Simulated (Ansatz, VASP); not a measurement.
SnTe: VASP beside Ansatz

```xyz
2
Lattice="0.0000 3.1893 3.1893 3.1893 0.0000 3.1893 3.1893 3.1893 0.0000" Properties=species:S:1:pos:R:3 pbc="T T T"
Sn    0.0000    0.0000    0.0000
Te    3.1893    3.1893    3.1893
```

Alike in both runs: task single point; functional PBE; k mesh 8 × 8 × 8; occupations fermi-dirac, width 0.02 eV; non-collinear spin, spin-orbit coupling.

|  | VASP | Ansatz |
| --- | --- | --- |
| version | VASP 6.6.1 | Ansatz 0.2.0 |
| potentials or method | VASP PAW PBE potentials, release 64 (Sn_d, Te) | plane waves, PAW |
| plane-wave cutoff (eV) | 520 | 420 |
| valence electrons in the cell | 20 | 30 |

```csv
,VASP,Ansatz,Ansatz less VASP
pressure (GPa),0.6,0.6,+0.02
```

VASP's potentials hold 20 valence electrons a cell and Ansatz's 30, so a difference there can come from the potentials and not from the codes.
